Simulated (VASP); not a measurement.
Set up this calculation in VASP 6.6.1, as the native input.

* Task: single point
* Functional: LDA
* Potentials or basis: VASP PAW LDA potentials, release 64 (Ru_pv)
* Cutoff: 520 eV
* k mesh: 21 × 21 × 10
* Occupations: gaussian, width 0.15 eV
* Spin: no spin polarisation
* Dipole correction: no
* Further INCAR settings: ALGO = Normal; EDIFF = 1e-07; NBANDS = 21

The structure of Ru lies in POSCAR:

```
Ru
1.0
    2.6740588025      0.0000000000      0.0000000000
   -1.3370294013      2.3158028542      0.0000000000
    0.0000000000      0.0000000000      4.2267610266
Ru
2
Direct
    0.3333333333      0.6666666667      0.2500000000
    0.6666666667      0.3333333333      0.7500000000
```

The input as run:

INCAR

```
PREC     = Accurate       # precision mode
ENCUT    = 520            # plane-wave cutoff, eV
EDIFF    = 1E-7           # SCF threshold, eV
ISMEAR   = 0              # smearing method
SIGMA    = 0.15           # smearing width, eV
LREAL    = F              # projectors in reciprocal space
LASPH    = T              # aspherical terms in the spheres
NELM     = 60             # most SCF steps
ALGO     = Normal         # electronic algorithm
ISIF     = 2              # what is computed and relaxed
LWAVE    = F              # write WAVECAR
LCHARG   = T              # write CHGCAR
GGA      = CA             # functional
LELF     = T              # ELF
LVHAR    = T            
NBANDS   = 21             # bands
```

KPOINTS

```
regular mesh
0
Gamma
  21 21 10
```

Potentials or basis: VASP PAW LDA potentials, release 64 (Ru_pv).

Launch:

```sh
$ cat potpaw_LDA.64/Ru_pv/POTCAR > POTCAR
$ mpirun -np 1 vasp_std > vasp.out
```

It gave:

* Pressure: 1.0 GPa
* Band gap on the k mesh: zero (bands 14 and 15 overlap by 3.26 eV)

Run time: 60 s on 1 thread of AMD EPYC 9R45 96-Core Processor (Zen 5) (shared host), peak memory 0.2 GiB.
